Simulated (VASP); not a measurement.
# VWC2 (R-3m) in VASP: a series of runs

VWC2 is run at these levels: PBEsol, PBE; tasks: single point.

Everything below comes from runs of VASP 6.6.1. Logs are shortened: lines on timing, memory, paths and dates and some standing lists are left out, and cuts for length are marked.

### 1 The cell of the first run

The structure is trigonal, space group R-3m (No. 166). Conventional cell: a = 3.034 Å, b = 3.034 Å, c = 14.802 Å, α = 90.00°, β = 90.00°, γ = 120.00°. Within 2.9 Å of W (site symmetry -3m) lie 6 C at 2.17 Å. V (site symmetry -3m) has 6 C at 2.11 Å within 2.8 Å. Within 2.8 Å of C (site symmetry 3m) lie 3 V at 2.11 Å and 3 W at 2.17 Å.

### 2 Single point, PBEsol, collinear spin, ferromagnetic start

File INCAR:

```
ALGO = Normal
EDIFF = 1E-6
ENCUT = 520
GGA = PS
ISIF = 2
ISMEAR = -1
ISPIN = 2
LASPH = True
LCHARG = False
LMAXMIX = 4
LORBIT = 11
LREAL = False
LWAVE = False
MAGMOM = 0 4 0 0
NBANDS = 30
NELM = 150
NUPDOWN = 4.0
PREC = Accurate
SIGMA = 0.05
```

File KPOINTS:

```
k-points
0
Gamma
  9 9 9
```

File POSCAR:

```
VWC2
1.0
    1.5170411163      0.8758640969      4.9338931930
   -1.5170411163      0.8758640969      4.9338931930
    0.0000000000     -1.7517281937      4.9338931930
W V C
1 1 2
Direct
    0.0000000000      0.0000000000      0.0000000000
    0.5000000000      0.5000000000      0.5000000000
    0.2464940000      0.2464940000      0.2464940000
    0.7535060000      0.7535060000      0.7535060000
```

Potentials or basis: VASP PAW PBE potentials, release 64 (W_sv, V_sv, C).

The run is started by

```console
cat potpaw_PBE.64/W_sv/POTCAR potpaw_PBE.64/V_sv/POTCAR potpaw_PBE.64/C/POTCAR > POTCAR
mpirun -np 1 vasp_std > vasp.out
```

OUTCAR:

```text
EDIFF = 1E-6
   ENCUT = 520
   GGA = PS
   ISIF = 2
   ISMEAR = -1
   ISPIN = 2
   LASPH = True
   LORBIT = 11
   LREAL = False
   NELM = 150
   NUPDOWN = 4.0
   PREC = Accurate

 ion  position               nearest neighbor table
   1  0.000  0.000  0.000-   4 2.17   3 2.17   4 2.17   4 2.17   3 2.17   3 2.17   2 3.03   2 3.03
                             2 3.03   2 3.03   2 3.03   2 3.03
   2  0.500  0.500  0.500-   3 2.11   4 2.11   3 2.11   3 2.11   4 2.11   4 2.11   1 3.03   1 3.03
                             1 3.03   1 3.03   1 3.03   1 3.03
   3  0.246  0.246  0.246-   2 2.11   2 2.11   2 2.11   1 2.17   1 2.17   1 2.17
   4  0.754  0.754  0.754-   2 2.11   2 2.11   2 2.11   1 2.17   1 2.17   1 2.17

  LATTYP: Found a trigonal (rhomboedric) cell.
 ALAT       =     5.2356330758
 COS(alpha) =     0.8320862373

  Lattice vectors:

 A1 = (   1.5170411163,   0.8758640969,   4.9338931930)
 A2 = (  -1.5170411163,   0.8758640969,   4.9338931930)
 A3 = (   0.0000000000,  -1.7517281937,   4.9338931930)

Analysis of symmetry for initial positions (statically):
=====================================================================
 Subroutine PRICEL returns:
 Original cell was already a primitive cell.

 Routine SETGRP: Setting up the symmetry group for a
 trigonal (rhombohedral) supercell.

 Subroutine GETGRP returns: Found 12 space group operations
 (whereof 12 operations were pure point group operations)
 out of a pool of 12 trial point group operations.

The static configuration has the point symmetry D_3d.

Analysis of symmetry for dynamics (positions and initial velocities):
=====================================================================
 Subroutine PRICEL returns:
 Original cell was already a primitive cell.

 Routine SETGRP: Setting up the symmetry group for a
 trigonal (rhombohedral) supercell.

 Subroutine GETGRP returns: Found 12 space group operations
 (whereof 12 operations were pure point group operations)
 out of a pool of 12 trial point group operations.

The dynamic configuration has the point symmetry D_3d.

Analysis of structural, dynamic, and magnetic symmetry:
=====================================================================
 Subroutine PRICEL returns:
 Original cell was already a primitive cell.

 Routine SETGRP: Setting up the symmetry group for a
 trigonal (rhombohedral) supercell.

 Subroutine GETGRP returns: Found 12 space group operations
 (whereof 12 operations were pure point group operations)
 out of a pool of 12 trial point group operations.

The overall configuration has the point symmetry D_3d.

 Subroutine INISYM returns: Found 12 space group operations
 (whereof 12 operations are pure point group operations),
 and found     1 'primitive' translations

----------------------------------------------------------------------------------------

                                     Primitive cell

  volume of cell :      39.3346

  direct lattice vectors                    reciprocal lattice vectors
     1.517041116  0.875864097  4.933893193     0.329588957  0.190288273  0.067559901
    -1.517041116  0.875864097  4.933893193    -0.329588957  0.190288273  0.067559901
     0.000000000 -1.751728194  4.933893193     0.000000000 -0.380576547  0.067559901

  length of vectors
     5.235633076  5.235633076  5.235633076     0.386526646  0.386526646  0.386526646

  position of ions in fractional coordinates (direct lattice)
     0.000000000  0.000000000  0.000000000
     0.500000000  0.500000000  0.500000000
     0.246494000  0.246494000  0.246494000
     0.753506000  0.753506000  0.753506000

  ion indices of the primitive-cell ions
   primitive index   ion index
                 1           1
                 2           2
                 3           3
                 4           4

----------------------------------------------------------------------------------------

 KPOINTS: k-points

Automatic generation of k-mesh.
 Grid dimensions read from file:
 generate k-points for:    9    9    9

 Generating k-lattice:

  Cartesian coordinates                     Fractional coordinates (reciprocal lattice)
     0.036620995  0.021143141  0.007506656     0.111111111 -0.000000000  0.000000000
    -0.036620995  0.021143141  0.007506656    -0.000000000  0.111111111  0.000000000
     0.000000000 -0.042286283  0.007506656     0.000000000  0.000000000  0.111111111

  Length of vectors
     0.042947405  0.042947405  0.042947405

  Shift w.r.t. Gamma in fractional coordinates (k-lattice)
     0.000000000  0.000000000  0.000000000

 Subroutine IBZKPT returns following result:
 ===========================================

 Found     85 irreducible k-points:

 Following reciprocal coordinates:
            Coordinates               Weight
  0.000000  0.000000  0.000000      1.000000
  0.111111 -0.000000  0.000000      6.000000
  0.222222  0.000000  0.000000      6.000000
  0.333333 -0.000000  0.000000      6.000000
  0.444444  0.000000  0.000000      6.000000
  0.111111  0.111111  0.000000      6.000000
[... 16 lines left out ...]
 -0.333333  0.333333  0.000000      6.000000
  0.444444  0.444444  0.000000      6.000000
 [... further k-points ...]
   k-points           NKPTS =     85   k-points in BZ     NKDIM =     85   number of bands    NBANDS=     30
   number of dos      NEDOS =    301   number of ions     NIONS =      4
   total plane-waves  NPLWV =  64000
   dimension x,y,z NGX =    40 NGY =   40 NGZ =   40
   dimension x,y,z NGXF=    80 NGYF=   80 NGZF=   80
   ions per type =               1   1   2
   NGX,Y,Z   is equivalent  to a cutoff of  12.70, 12.70, 12.70 a.u.
   NGXF,Y,Z  is equivalent  to a cutoff of  25.40, 25.40, 25.40 a.u.
 SYSTEM =  unknown system
   PREC   = accura    normal or accurate (medium, high low for compatibility)
   ISTART =      0    job   : 0-new  1-cont  2-samecut
   ICHARG =      2    charge: 1-file 2-atom 10-const
   ISPIN  =      2    spin polarized calculation?
   LNONCOLLINEAR =      F non collinear calculations
   LSORBIT =      F    spin-orbit coupling
   LASPH  =      T    aspherical Exc in radial PAW
   ENCUT  =  520.0 eV  38.22 Ry    6.18 a.u.   9.73  9.73  9.73*2*pi/ulx,y,z
   NELM   =    150;   NELMIN=  2; NELMDL= -5     # of ELM steps
   EDIFF  = 0.1E-05   stopping-criterion for ELM
   LREAL  =      F    real-space projection
   EDIFFG = 0.1E-04   stopping-criterion for IOM
   NSW    =      0    number of steps for IOM
   IBRION =     -1    ionic relax: 0-MD 1-quasi-New 2-CG
   NFREE  =      0    steps in history (QN), initial steepest desc. (CG)
   ISIF   =      2    stress and relaxation
   ISYM   =      2    0-nonsym 1-usesym 2-fastsym
   POTIM  = 0.5000    time-step for ionic-motion
   TEBEG  =    0.0;   TEEND  =   0.0 temperature during run
   PSTRESS=    0.0 pullay stress
   NELECT =      35.0000    total number of electrons
   NUPDOWN=       4.0000    fix difference up-down
   EMIN   =  10.00;   EMAX   =-10.00  energy-range for DOS
   EFERMI =   0.00;   METHOD = LEGACY
   ISMEAR =    -1;   SIGMA  =   0.05  broadening in eV -4-tet -1-fermi 0-gaus
   EFERMI_NEDOS =   21; number of points for ismear=-14 and -15
   IALGO  =     38    algorithm
   IMIX   =      4    mixing-type and parameters
     AMIX     =   0.40;   BMIX     =  1.00
     AMIX_MAG =   1.60;   BMIX_MAG =  1.00
  volume/ion in A,a.u.               =       9.83        66.36
  Fermi-wavevector in a.u.,A,eV,Ry     =   1.574608  2.975578 33.734159  2.479391
  Thomas-Fermi vector in A             =   2.675717
   LORBIT       =     11    0 simple, 1 ext, 2 COOP (PROOUT), +10 PAW based schemes
   GGA     = PS    functional components
   LHFCALC =     F    Hartree Fock is set to
   AEXX    =    0.0000 exact exchange contribution
   IVDW    =     0    specifies the selected vdW correction
   LEPSILON=     F    determine dielectric tensor
   LRPA    =     F    only Hartree local field effects (RPA)
 spin polarized calculation
  energy-cutoff  :      520.00
  volume of cell :       39.33
 maximum number of plane-waves:      1075
   NGX = 19   NGY = 19   NGZ = 19

 number of electron      35.0000005 magnetization       4.0000002

 Free energy of the ion-electron system (eV)
  ---------------------------------------------------
  ext. energy  EPLUGINS =         0.00000000
  ---------------------------------------------------
  free energy    TOTEN  =       -40.38981472 eV

  energy without entropy =      -40.36929822  energy(sigma->0) =      -40.37955647

 E-fermi :   8.8072     XC(G=0): -13.6364

 val. band max:       12.5469596649   @ k =  -0.2222   0.2222   0.0000
 cond. band min:       8.8259947801   @ k =   0.3333   0.3333   0.2222
 fundamental gap:     -3.7209648848
 Fermi energy:        12.5567937748

 spin component 1

 k-point     1 :       0.0000    0.0000    0.0000
  band No.  band energies     occupation
      1     -63.6247      1.00000
      2     -53.0012      1.00000
      3     -28.0923      1.00000
      4     -27.7585      1.00000
      5     -27.7585      1.00000
      6     -27.0240      1.00000
[... 21 lines left out ...]
     28      19.5100      0.00000
     29      22.8582      0.00000

 k-point     2 :       0.1111   -0.0000    0.0000
  band No.  band energies     occupation
      1     -63.6207      1.00000
      2     -52.9975      1.00000
      3     -28.0742      1.00000
      4     -27.8270      1.00000
      5     -27.7741      1.00000
      6     -27.0261      1.00000
[... 21 lines left out ...]
     28      20.0125      0.00000
     29      23.3276      0.00000

 k-point     3 :       0.2222    0.0000    0.0000
  band No.  band energies     occupation
      1     -63.6105      1.00000
      2     -52.9883      1.00000
      3     -28.0279      1.00000
      4     -27.9969      1.00000
      5     -27.8134      1.00000
      6     -27.0323      1.00000
[... 638 lines left out ...]
      5     -27.9293      1.00000
      6     -27.0801      1.00000
[... 21 lines left out ...]
     28      22.4958      0.00000
     29      23.5437      0.00000

 k-point    24 :       0.4444    0.4444    0.0000
  band No.  band energies     occupation
      1     -63.5913      1.00000
      2     -52.9710      1.00000
      3     -28.3209      1.00000
      4     -27.9627      1.00000
      5     -27.8902      1.00000
      6     -27.1298      1.00000
[... 21 lines left out ...]
     28      20.2586      0.00000
     29      24.3276      0.00000

 [... further k-points ...]

 spin component 2

 k-point     1 :       0.0000    0.0000    0.0000
  band No.  band energies     occupation
      1     -63.1534      1.00000
      2     -51.1648      1.00000
      3     -27.4267      1.00000
      4     -27.1376      1.00000
      5     -27.1376      1.00000
      6     -25.2513      1.00000
[... 21 lines left out ...]
     28      20.2637      0.00000
     29      23.4631      0.00000

 k-point     2 :       0.1111   -0.0000    0.0000
  band No.  band energies     occupation
      1     -63.1495      1.00000
      2     -51.1610      1.00000
      3     -27.4121      1.00000
      4     -27.2051      1.00000
      5     -27.1529      1.00000
      6     -25.2495      1.00000
[... 21 lines left out ...]
     28      20.7580      0.00000
     29      23.9784      0.00000

 k-point     3 :       0.2222    0.0000    0.0000
  band No.  band energies     occupation
      1     -63.1395      1.00000
      2     -51.1514      1.00000
      3     -27.3776      1.00000
      4     -27.3701      1.00000
      5     -27.1917      1.00000
      6     -25.2453      1.00000
[... 638 lines left out ...]
      5     -27.2917      1.00000
      6     -25.2685      1.00000
[... 21 lines left out ...]
     28      23.2557      0.00000
     29      24.3424      0.00000

 k-point    24 :       0.4444    0.4444    0.0000
  band No.  band energies     occupation
      1     -63.1208      1.00000
      2     -51.1333      1.00000
      3     -27.6849      1.00000
      4     -27.3143      1.00000
      5     -27.2652      1.00000
      6     -25.3347      1.00000
[... 21 lines left out ...]
     28      21.1097      0.00000
     29      25.0518      0.00000

 [... further k-points ...]

 [bands above 29 left out]

------------------------ aborting loop because EDIFF is reached ----------------------------------------

  FORCE on cell =-STRESS in cart. coord.  units (eV):
  Direction    XX          YY          ZZ          XY          YZ          ZX
  --------------------------------------------------------------------------------------
  -------------------------------------------------------------------------------------
  Total        3.2893446      3.2893446      2.9498661      0.0000000      0.0000000      0.0000000
  in kB      133.9815165    133.9815165    120.1538835      0.0000000      0.0000000      0.0000000
  external PRESSURE =     129.3723055 kB  Pullay stress =       0.0000000 kB

 VOLUME and BASIS-vectors are now :
 -----------------------------------------------------------------------------
  energy-cutoff  :      520.00
  volume of cell :       39.33
      direct lattice vectors                 reciprocal lattice vectors
     1.517041116  0.875864097  4.933893193     0.329588957  0.190288273  0.067559901
    -1.517041116  0.875864097  4.933893193    -0.329588957  0.190288273  0.067559901
     0.000000000 -1.751728194  4.933893193     0.000000000 -0.380576547  0.067559901

 POSITION                                       TOTAL-FORCE (eV/Angst)
 -----------------------------------------------------------------------------------
      0.00000      0.00000      0.00000         0.000000     -0.000000      0.000000
      0.00000      0.00000      7.40084        -0.000000     -0.000000      0.000000
      0.00000      0.00000      3.64853         0.000000      0.000000      0.729131
      0.00000      0.00000     11.15315         0.000000     -0.000000     -0.729131
 -----------------------------------------------------------------------------------
    total drift:                               -0.000000     -0.000000      0.000000

  FREE ENERGIE OF THE ION-ELECTRON SYSTEM (eV)
  ---------------------------------------------------
  free  energy   TOTEN  =       -40.3898147178 eV

  energy  without entropy=      -40.3692982172  energy(sigma->0) =      -40.37955647

 total charge

# of ion       s       p       d       tot
------------------------------------------
    1        2.330   6.383   3.458  12.171
    2        2.240   6.272   3.274  11.786
    3        0.883   1.527   0.000   2.410
    4        0.883   1.527   0.000   2.410
--------------------------------------------------
tot          6.336  15.709   6.732  28.777

 magnetization (x)

# of ion       s       p       d       tot
------------------------------------------
    1        0.015   0.031   0.957   1.003
    2        0.019   0.036   1.839   1.894
    3        0.008   0.207   0.000   0.215
    4        0.008   0.207   0.000   0.215
--------------------------------------------------
tot          0.049   0.482   2.796   3.327
```

It took 6.3 min on 1 thread of Intel Xeon 6975P-C, shared host; peak memory 0.4 GiB.

What came out:

- Free energy: -40.3898 eV
- Pressure: 12.9 GPa
- Largest force: 0.729 eV/Å
- Net moment: 4.00 μB per cell
- Site moments: W +1.00; V +1.89; C +0.21 μB
- Valence electrons inside the program's atomic spheres: W 12.17; V 11.79; C 2.41

Forces in eV/Å, atoms in the order of the input:
```
W    0.000  0.000  0.000
V    0.000  0.000  0.000
C    0.000  0.000  0.729
C    0.000  0.000 -0.729
```

Stress tensor (GPa, compression positive):
```
13.40  0.00  0.00
 0.00 13.40  0.00
 0.00  0.00 12.02
```

Caveat: the PAW data sets were made with another functional, which shifts forces and pressure a little; spin-orbit coupling is left out, which moves the levels of the heavy elements; the total moment is fixed, so each spin has its own Fermi level.

(Continued in part 2 of 2.)
